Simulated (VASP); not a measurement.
Write the native input for VASP 6.6.1 that does the following.

| Property | Result |
| --- | --- |
| Task | single point |
| Functional | LDA |
| Potentials or basis | VASP PAW LDA potentials, release 64 (Nb_sv) |
| Cutoff | 520 eV |
| k mesh | 18 × 18 × 18 |
| Occupations | fermi-dirac, width 0.15 eV |
| Spin | no spin polarisation |
| Dipole correction | no |
| Further INCAR settings | ALGO = Normal; EDIFF = 1e-07; NBANDS = 12 |

The structure of Nb lies in POSCAR:

```
Nb
1.0
   -1.6252410370      1.6252410370      1.6252410370
    1.6252410370     -1.6252410370      1.6252410370
    1.6252410370      1.6252410370     -1.6252410370
Nb
1
Direct
    0.0000000000      0.0000000000      0.0000000000
```

One way to write it, as run:

INCAR

```
SYSTEM = Nb
PREC     = Accurate       ! precision mode
ENCUT    = 520            ! plane-wave cutoff, eV
EDIFF    = 1E-7           ! SCF threshold, eV
ISMEAR   = -1             ! smearing method
SIGMA    = 0.15           ! smearing width, eV
LREAL    = .False.        ! projectors in reciprocal space
LASPH    = .True.         ! aspherical terms in the spheres
NELM     = 100            ! most SCF steps
ALGO     = Normal         ! electronic algorithm
ISIF     = 2              ! what is computed and relaxed
LWAVE    = .False.        ! write WAVECAR
LCHARG   = .False.        ! write CHGCAR
NBANDS   = 12             ! bands
```

KPOINTS

```
Automatic mesh
0
Gamma
  18 18 18
  0 0 0
```

Potentials or basis: VASP PAW LDA potentials, release 64 (Nb_sv).

Run with:

```sh
$ cat potpaw_LDA.64/Nb_sv/POTCAR > POTCAR
$ mpirun -np 1 vasp_std > vasp.out
```

Results of the run:

The pressure is -0.2 GPa. The band gap on the k mesh is zero (an odd number of electrons rules out a gap without spin polarisation).

Run time: 72 s on 1 thread of AMD EPYC 7R13, with other jobs on the host, peak memory 0.13 GiB.
